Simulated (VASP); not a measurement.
## BAs: single point with PBEsol+D4

BAs:

```
As B
1.0
     0.00000    2.36952    2.36952
     2.36952    0.00000    2.36952
     2.36952    2.36952    0.00000
As B
1 1
Cartesian
  3.5543 3.5543 3.5543
  0.0000 0.0000 0.0000
```

```yaml
Program: VASP 6.6.1
Task: single point
Functional: PBEsol
Dispersion: D4
Potentials_or_basis: VASP PAW PBE potentials, release 64 (As_d, B)
Cutoff: 600 eV
k_mesh: 10 × 10 × 10
Occupations: fermi-dirac, width 0.05 eV
Spin: no spin polarisation
Dipole_correction: no
Second_run: valence_matched
Further_INCAR_settings: ALGO = Normal; EDIFF = 1e-06; NBANDS = 16
```

- Pressure: -0.2 GPa
- Band gap on the k mesh: 1.06 eV, indirect (least direct gap 3.27 eV)
- Dispersion energy per atom: -0.217 eV

Levels at points of the mesh, in eV from the valence-band top:
| k point | band 7 | band 8 | band 9 | band 10 | band 11 | band 12 |
| --- | --- | --- | --- | --- | --- | --- |
| (0.00, 0.00, 0.00) | 0.00 | 0.00 | 0.00 | 3.27 | 3.27 | 3.27 |
| (0.50, 0.00, 0.00) | -9.00 | -1.87 | -1.87 | 2.80 | 4.77 | 4.77 |
| (0.50, 0.50, 0.00) | -8.65 | -4.20 | -4.20 | 1.30 | 1.32 | 11.62 |

It took 33 s on 1 thread of AMD EPYC 7R13 Processor (Zen 3), on a shared host, peak memory 0.14 GiB.

Caveat: the PAW data sets were made with another functional, which shifts forces and pressure a little. A k mesh can miss the band edges.
